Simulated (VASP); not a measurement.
# SiW8C8Cl4 in VASP: further runs, part 3 of 3

VASP 6.6.1.

## Step 6: Single point, PBE

Input file INCAR:

```
  ALGO = Normal
  EDIFF = 1E-7
  ENCUT = 520
  GGA = PE
  ISIF = 2
  ISMEAR = -1
  LASPH = True
  LCHARG = False
  LREAL = Auto
  LWAVE = False
  NBANDS = 104
  NELM = 100
  PREC = Accurate
  SIGMA = 0.1
```

Input file KPOINTS:

```
k-points
0
Gamma
  2 2 1
```

Input file POSCAR:

```
SiW8C8Cl4
1.0
    5.7800000000      0.0000000000      0.0000000000
   -2.8900000000      5.0056270000      0.0000000000
    0.0000000000      0.0000000000     17.2318000000
W C Si Cl
8 8 1 4
Direct
    0.0000000000      0.0000000000      0.0580322427
   -0.0028499462     -0.0034161555      0.2275908495
   -0.0000013485      0.4999973030      0.0580322427
   -0.0164008762      0.4960217771      0.2258034564
    0.5000000000      0.0000000000      0.0580322427
    0.5049303223      0.0023173920      0.2295407328
    0.4999986515      0.4999973030      0.0580322427
    0.5081723111      0.5096664214      0.2303996100
    0.3256128062      0.1797377232      0.1331027519
    0.3112162425      0.1812560145      0.2962720087
    0.3412577555      0.6765985560      0.1354182384
    0.2977486854      0.6164662289      0.3004793463
    0.8338954022      0.1475139878      0.1295221625
    0.8215885031      0.1820351377      0.2962429926
    0.8380272242      0.6678883584      0.1387492891
    0.8115126867      0.6785963077      0.2922968001
    0.7706818897      0.7729900770      0.5467043489
    0.4182930359      0.7370705009      0.5825508653
    0.6917506648      0.4854736480      0.4704499820
    1.0149187269      1.1239551009      0.4865075036
    0.9461361128      0.6967358934      0.6361204285
```

Potentials or basis: VASP PAW PBE potentials, release 64 (W_sv, C, Si, Cl).

Started as:

```bash
cat potpaw_PBE.64/W_sv/POTCAR potpaw_PBE.64/C/POTCAR potpaw_PBE.64/Si/POTCAR potpaw_PBE.64/Cl/POTCAR > POTCAR
mpirun -np 1 vasp_std > vasp.out
```

OUTCAR:

```text
EDIFF = 1E-7
   ENCUT = 520
   GGA = PE
   ISIF = 2
   ISMEAR = -1
   LASPH = True
   LREAL = Auto
   NELM = 100
   PREC = Accurate

 ion  position               nearest neighbor table
   1  0.000  0.000  0.058-  13 2.00   9 2.08  15 2.17   3 2.89   7 2.89   5 2.89   5 2.89   7 2.89
                             3 2.89   2 2.92
   2  0.997  0.997  0.228-  16 1.95  10 1.97  14 2.16  15 2.25  13 2.31   9 2.32   8 2.82   4 2.86
                             6 2.86   6 2.92   1 2.92   4 2.93   8 2.96
   3  1.000  0.500  0.058-  13 2.15  15 2.16  11 2.17   1 2.89   5 2.89   7 2.89   7 2.89   5 2.89
                             1 2.89   4 2.89
   4  0.984  0.496  0.226-  14 1.99  12 2.04  16 2.11  15 2.19  11 2.37  13 2.41   8 2.79   6 2.81
                             2 2.86   3 2.89   2 2.93   6 2.97   8 2.99
   5  0.500  0.000  0.058-  13 2.08  11 2.10   9 2.19   7 2.89   3 2.89   1 2.89   1 2.89   3 2.89
                             7 2.89   6 2.96
   6  0.505  0.002  0.230-  14 1.96  10 2.19  12 2.29  11 2.30  13 2.39   9 2.44   4 2.81   8 2.86
                             2 2.86   2 2.92   8 2.92   5 2.96   4 2.97
   7  0.500  0.500  0.058-   9 2.06  11 2.14  15 2.19   5 2.89   1 2.89   3 2.89   3 2.89   1 2.89
                             5 2.89   8 2.97
   8  0.508  0.510  0.230-  16 1.86  10 2.01  12 2.02  15 2.29  11 2.34   9 2.36   4 2.79   2 2.82
                             6 2.86   6 2.92   2 2.96   7 2.97   4 2.99
   9  0.326  0.180  0.133-   7 2.06   1 2.08   5 2.19   2 2.32   8 2.36   6 2.44
  10  0.311  0.181  0.296-   2 1.97   8 2.01   6 2.19
  11  0.341  0.677  0.135-   5 2.10   7 2.14   3 2.17   6 2.30   8 2.34   4 2.37
  12  0.298  0.616  0.300-   8 2.02   4 2.04   6 2.29
  13  0.834  0.148  0.130-   1 2.00   5 2.08   3 2.15   2 2.31   6 2.39   4 2.41
  14  0.822  0.182  0.296-   6 1.96   4 1.99   2 2.16
  15  0.838  0.668  0.139-   3 2.16   1 2.17   4 2.19   7 2.19   2 2.25   8 2.29
  16  0.812  0.679  0.292-   8 1.86   2 1.95   4 2.11
  17  0.771  0.773  0.547-  19 1.98  21 2.01  18 2.04  20 2.08
  18  0.418  0.737  0.583-  17 2.04
  19  0.692  0.485  0.470-  17 1.98
  20  0.015  0.124  0.487-  17 2.08
  21  0.946  0.697  0.636-  17 2.01

  LATTYP: Found a hexagonal cell.
 ALAT       =     5.7800000000
 C/A-ratio  =     2.9812802768

  Lattice vectors:

 A1 = (   5.7800000000,   0.0000000000,   0.0000000000)
 A2 = (  -2.8900000000,   5.0056270000,   0.0000000000)
 A3 = (   0.0000000000,   0.0000000000,  17.2318000000)

Analysis of symmetry for initial positions (statically):
=====================================================================
 Subroutine PRICEL returns:
 Original cell was already a primitive cell.

 Routine SETGRP: Setting up the symmetry group for a
 hexagonal supercell.

 Subroutine GETGRP returns: Found  1 space group operations
 (whereof  1 operations were pure point group operations)
 out of a pool of 24 trial point group operations.

The static configuration has the point symmetry C_1 .

Analysis of symmetry for dynamics (positions and initial velocities):
=====================================================================
 Subroutine PRICEL returns:
 Original cell was already a primitive cell.

 Routine SETGRP: Setting up the symmetry group for a
 hexagonal supercell.

 Subroutine GETGRP returns: Found  1 space group operations
 (whereof  1 operations were pure point group operations)
 out of a pool of 24 trial point group operations.

The dynamic configuration has the point symmetry C_1 .

[... 97 lines left out ...]
   k-points           NKPTS =      4   k-points in BZ     NKDIM =      4   number of bands    NBANDS=    104
   number of dos      NEDOS =    301   number of ions     NIONS =     21
   total plane-waves  NPLWV = 294912
   dimension x,y,z NGX =    48 NGY =   48 NGZ =  128
   dimension x,y,z NGXF=    96 NGYF=   96 NGZF=  256
   ions per type =               8   8   1   4
   NGX,Y,Z   is equivalent  to a cutoff of  13.81, 13.81, 12.35 a.u.
   NGXF,Y,Z  is equivalent  to a cutoff of  27.61, 27.61, 24.70 a.u.
 SYSTEM =  unknown system
   PREC   = accura    normal or accurate (medium, high low for compatibility)
   ISTART =      0    job   : 0-new  1-cont  2-samecut
   ICHARG =      2    charge: 1-file 2-atom 10-const
   ISPIN  =      1    spin polarized calculation?
   LNONCOLLINEAR =      F non collinear calculations
   LSORBIT =      F    spin-orbit coupling
   LASPH  =      T    aspherical Exc in radial PAW
   ENCUT  =  520.0 eV  38.22 Ry    6.18 a.u.  10.75 10.75 32.04*2*pi/ulx,y,z
   NELM   =    100;   NELMIN=  2; NELMDL= -5     # of ELM steps
   EDIFF  = 0.1E-06   stopping-criterion for ELM
   LREAL  =      T    real-space projection
   EDIFFG = 0.1E-05   stopping-criterion for IOM
   NSW    =      0    number of steps for IOM
   IBRION =     -1    ionic relax: 0-MD 1-quasi-New 2-CG
   NFREE  =      0    steps in history (QN), initial steepest desc. (CG)
   ISIF   =      2    stress and relaxation
   ISYM   =      2    0-nonsym 1-usesym 2-fastsym
   POTIM  = 0.5000    time-step for ionic-motion
   TEBEG  =    0.0;   TEEND  =   0.0 temperature during run
   PSTRESS=    0.0 pullay stress
   NELECT =     176.0000    total number of electrons
   NUPDOWN=      -1.0000    fix difference up-down
   EMIN   =  10.00;   EMAX   =-10.00  energy-range for DOS
   EFERMI =   0.00;   METHOD = LEGACY
   ISMEAR =    -1;   SIGMA  =   0.10  broadening in eV -4-tet -1-fermi 0-gaus
   EFERMI_NEDOS =   21; number of points for ismear=-14 and -15
   IALGO  =     38    algorithm
   IMIX   =      4    mixing-type and parameters
     AMIX     =   0.40;   BMIX     =  1.00
     AMIX_MAG =   1.60;   BMIX_MAG =  1.00
  volume/ion in A,a.u.               =      23.74       160.21
  Fermi-wavevector in a.u.,A,eV,Ry     =   1.157018  2.186447 18.213988  1.338690
  Thomas-Fermi vector in A             =   2.293633
   LORBIT       =      0    0 simple, 1 ext, 2 COOP (PROOUT), +10 PAW based schemes
   GGA     = PE    functional components
   LHFCALC =     F    Hartree Fock is set to
   AEXX    =    0.0000 exact exchange contribution
   IVDW    =     0    specifies the selected vdW correction
   LEPSILON=     F    determine dielectric tensor
   LRPA    =     F    only Hartree local field effects (RPA)
 non-spin polarized calculation
  energy-cutoff  :      520.00
  volume of cell :      498.56
 maximum number of plane-waves:     13457
 NGX is ok and might be reduce to    48
   NGX = 21   NGY = 21   NGZ = 65

 number of electron     175.9999991 magnetization

 Free energy of the ion-electron system (eV)
  ---------------------------------------------------
  ext. energy  EPLUGINS =         0.00000000
  ---------------------------------------------------
  free energy    TOTEN  =      -179.74489797 eV

  energy without entropy =     -179.51231275  energy(sigma->0) =     -179.62860536

 E-fermi :   2.0573     XC(G=0):  -7.8865

 val. band max:        2.0107126443   @ k =   0.5000  -0.0000   0.0000
 cond. band min:       2.1108288871   @ k =   0.0000   0.5000   0.0000
 fundamental gap:      0.1001162428
 Fermi energy:         2.0572858279

 k-point     1 :       0.0000    0.0000    0.0000
  band No.  band energies     occupation
      1     -71.9931      2.00000
      2     -71.9432      2.00000
      3     -71.9307      2.00000
      4     -71.8975      2.00000
      5     -71.8442      2.00000
      6     -71.7256      2.00000
[... 401 lines left out ...]
     99       4.1400      0.00000
    100       4.2970      0.00000
 [bands above 100 left out]

------------------------ aborting loop because EDIFF is reached ----------------------------------------

  FORCE on cell =-STRESS in cart. coord.  units (eV):
  Direction    XX          YY          ZZ          XY          YZ          ZX
  --------------------------------------------------------------------------------------
  -------------------------------------------------------------------------------------
  Total       11.8556368      9.6004132     -3.9291684      1.3948076      2.0528554      4.6677429
  in kB       38.0994320     30.8520153    -12.6268276      4.4823724      6.5970833     15.0003205
  external PRESSURE =      18.7748732 kB  Pullay stress =       0.0000000 kB

 VOLUME and BASIS-vectors are now :
 -----------------------------------------------------------------------------
  energy-cutoff  :      520.00
  volume of cell :      498.56
      direct lattice vectors                 reciprocal lattice vectors
     5.780000000  0.000000000  0.000000000     0.173010381  0.099887587  0.000000000
    -2.890000000  5.005627000  0.000000000     0.000000000  0.199775173  0.000000000
     0.000000000  0.000000000 17.231800000     0.000000000  0.000000000  0.058032243

 POSITION                                       TOTAL-FORCE (eV/Angst)
 -----------------------------------------------------------------------------------
      0.00000      0.00000      1.00000         0.586990     -0.533528     -0.450620
      2.88340      4.98853      3.92180        -0.631147      1.873197     -0.034510
      4.33500      2.50280      1.00000        -0.023977      0.367185      0.533462
      4.25170      2.48290      3.89100         2.092126      0.908222      1.204386
      2.89000      0.00000      1.00000        -0.542813     -0.185165      0.123060
      2.91180      0.01160      3.95540        -2.070146     -0.927170      0.680598
[... 13 lines left out ...]
     -0.27200      0.62047      8.38340        -0.236781     -0.650166      0.791366
      3.45510      3.48760     10.96150        -0.536038      0.211884      1.026011
 -----------------------------------------------------------------------------------
    total drift:                               -0.004366     -0.005644     -0.033901

  FREE ENERGIE OF THE ION-ELECTRON SYSTEM (eV)
  ---------------------------------------------------
  free  energy   TOTEN  =      -179.7448979658 eV

  energy  without entropy=     -179.5123127488  energy(sigma->0) =     -179.62860536
```

Wall time 8.7 min (1 thread of Intel Xeon Platinum 8559C (Emerald Rapids), shared host); peak memory 0.67 GiB.

What came out:

- Free energy: -179.7449 eV
- Largest force: 4.508 eV/Å
- Band gap on the k mesh: zero (bands 88 and 89 overlap by 0.58 eV)

Forces on the atoms (eV/Å):
```
W    0.587 -0.534 -0.451
W   -0.631  1.873 -0.035
W   -0.024  0.367  0.533
W    2.092  0.908  1.204
W   -0.543 -0.185  0.123
W   -2.070 -0.927  0.681
W    0.025  0.386  0.643
W   -3.546 -1.983 -1.954
C    1.608 -0.990  0.552
C    1.532 -1.164 -0.769
C   -0.302 -0.316  0.177
C   -0.543  2.035 -1.894
C   -1.417  1.471  1.863
C    0.552 -0.944 -0.736
C   -0.086 -0.114 -1.900
C    2.754  0.114  1.785
Si  -0.266  0.724 -0.704
Cl   0.920  0.478 -0.187
Cl   0.130 -0.763 -0.751
Cl  -0.237 -0.650  0.791
Cl  -0.536  0.212  1.026
```

Levels at points of the mesh, in eV from the Fermi level:
| k point | band 86 | band 87 | band 88 | band 89 | band 90 | band 91 | band 92 | band 93 |
| --- | --- | --- | --- | --- | --- | --- | --- | --- |
| (0.00, 0.00, 0.00) | 0.15 | 0.18 | 0.33 | 0.53 | 1.00 | 1.01 | 1.46 | 1.65 |
| (0.50, 0.00, 0.00) | -1.06 | -0.74 | -0.43 | -0.05 | 0.28 | 1.04 | 1.10 | 1.32 |
| (0.00, 0.50, 0.00) | -0.90 | -0.67 | -0.66 | -0.14 | 0.05 | 0.99 | 1.12 | 1.37 |
| (0.50, 0.50, 0.00) | -1.07 | -0.79 | -0.49 | -0.25 | -0.08 | 1.03 | 1.11 | 1.32 |

Caveat: the k points lie up to 0.63 Å⁻¹ apart, too coarse for converged energies and pressures of a metal; the atoms stand as in a frame of molecular dynamics; spin-orbit coupling is left out, which moves the levels of the heavy elements.

## Step 7: Summary

| cell | gap on the mesh (eV) | largest force (eV/Å) |
| --- | --- | --- |
| as given, atomic positions A | none | 3.13 |
| as given, atomic positions B | none | 3.60 |
| as given, atomic positions C | none | 2.99 |
| as given, atomic positions D | none | 4.75 |
| as given, atomic positions E | none | 4.51 |

Alike in all rows: task single point; level PBE; potentials or basis VASP PAW PBE potentials, release 64 (W_sv, C, Si, Cl); no spin polarisation; k mesh 2 × 2 × 1; cutoff (eV) 520; smearing fermi-dirac 0.1 eV.

Caveats: all runs use coarse meshes; spin-orbit coupling is left out, which moves the levels of the heavy elements; the atoms stand as in a frame of molecular dynamics (at least some runs).

Absolute energies hang on the potentials; compare differences alone.
